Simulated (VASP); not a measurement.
**MgO: single point with PBEsol**

MgO:

```xyz
4
Lattice="0.0000 -2.1071 -2.1071 0.0000 2.1071 -2.1071 4.2142 0.0000 0.0000" Properties=species:S:1:pos:R:3 pbc="T T T"
Mg    2.1071    0.2625   -2.1071
Mg    0.0000   -0.2625    0.0000
O     0.0000   -0.1471   -2.1071
O     2.1071    0.1471    0.0000
```

This cell differs from its parent crystal: mode 4 (284.4 1/cm) frozen in, largest displacement +0.263 Å.

```
Program             : VASP 6.6.1
Task                : single point
Functional          : PBEsol
Potentials or basis : VASP PAW PBE potentials, release 64 (Mg, O)
Cutoff              : 520 eV
k mesh              : 8 × 8 × 6
Occupations         : gaussian, width 0.05 eV
Spin                : no spin polarisation
```

- Pressure: 1.5 GPa
- Largest force: 2.046 eV/Å
- Band gap on the k mesh: 4.29 eV, direct

Forces in eV/Å, atoms in the order of the input:
```
Mg   0.000 -2.046  0.000
Mg   0.000  2.046  0.000
O    0.000  0.642  0.000
O    0.000 -0.642  0.000
```

Stress tensor (GPa, compression positive):
```
 5.41  0.00  0.00
 0.00  3.20  0.00
 0.00  0.00 -4.01
```

Levels at points of the mesh, in eV from the valence-band top:
```
           k point  band 4  band 5  band 6  band 7  band 8  band 9  band 10  band 11  band 12  band 13
(0.00, 0.00, 0.00)   -1.47   -1.44   -0.19   -0.18    0.00    4.29     8.95     9.58    11.83    14.64
(0.50, 0.00, 0.00)   -3.45   -2.42   -1.72   -0.91   -0.63    8.99     9.09    10.21    12.50    12.60
(0.50, 0.50, 0.00)   -4.19   -1.61   -1.48   -1.47   -1.36    8.65     8.75     9.19     9.63    12.75
(0.00, 0.00, 0.50)   -2.73   -0.85   -0.85   -0.84   -0.84    7.66     7.66    10.66    10.66    14.87
(0.50, 0.00, 0.50)   -4.78   -0.78   -0.78   -0.67   -0.67    7.46     7.46    12.03    12.03    15.69
(0.50, 0.50, 0.50)   -3.23   -3.12   -3.12   -1.64   -1.64   10.20    10.20    11.27    11.27    12.60
```

It took 16 s on 1 thread of Intel(R) Xeon(R) 6975P-C (Granite Rapids), on a shared host, peak memory 0.17 GiB.

Caveat: the cell differs from its parent crystal (mode 4 (284.4 1/cm) frozen in, largest displacement +0.263 Å); the PAW data sets were made with another functional, which shifts forces and pressure a little.
